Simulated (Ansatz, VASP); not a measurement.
## One calculation of In, two programs

```
In
1.0
     3.09076    0.00000    0.00000
     0.00000    3.09076    0.00000
     0.00000    0.00000    3.08817
In
1
Direct
  0.00000 0.00000 0.50000
```

Alike in both runs: functional PBE; k mesh 18 × 18 × 18; occupations gaussian, width 0.1 eV; no spin polarisation.

Ansatz relaxed the structure, and its values are those at the end. VASP's run is a single point on that final structure, the one shown.

|  | VASP | Ansatz |
| --- | --- | --- |
| version | VASP 6.6.1 | Ansatz 0.2.0 |
| potentials or method | VASP PAW PBE potentials, release 64 (In_d), cutoff 520 eV | scalar-relativistic, plane waves, PAW |
| valence electrons in the cell | 13 | 13 |

```csv
,VASP,Ansatz,Ansatz less VASP
gap on the k mesh at the Fermi level (eV),none,none,-
pressure (GPa),0.0,0.0,+0.03
```

A gap of «none» marks a metal or a gap that the smearing closes. With one functional, cell and mesh, what is left measures potentials, basis and numerics.
